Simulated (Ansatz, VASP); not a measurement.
Two plane-wave programs on SiGe2

```
Si Ge
1.0
     2.76337    0.00000    0.00000
    -1.38169    2.39315    0.00000
     0.00000    0.00000    8.24559
Si Ge
1 2
Direct
  0.00000 0.00000 0.00000
  0.00000 0.00000 0.32869
  0.00000 0.00000 0.67131
```

Alike in both runs: functional PBE; k mesh 6 × 6 × 4; occupations gaussian, width 0.1 eV; no spin polarisation.

Ansatz relaxed the structure, and its values are those at the end. VASP's run is a single point on that final structure, the one shown.

```csv
,VASP,Ansatz
version,VASP 6.6.1,Ansatz 0.2.0
potentials or method,"VASP PAW PBE potentials, release 64 (Si, Ge_d), cutoff 520 eV","scalar-relativistic, plane waves, PAW"
valence electrons in the cell,32,32
```

|  | VASP | Ansatz | Ansatz less VASP |
| --- | --- | --- | --- |
| gap on the k mesh at the Fermi level (eV) | none | none | - |
| pressure (GPa) | 0.0 | 0.0 | 0.00 |

A gap of «none» marks a metal or a gap that the smearing closes. The functional is the same, so the differences come from potentials, cutoffs and numerics.

The k mesh is coarse, so the values compare programs but aren't converged.
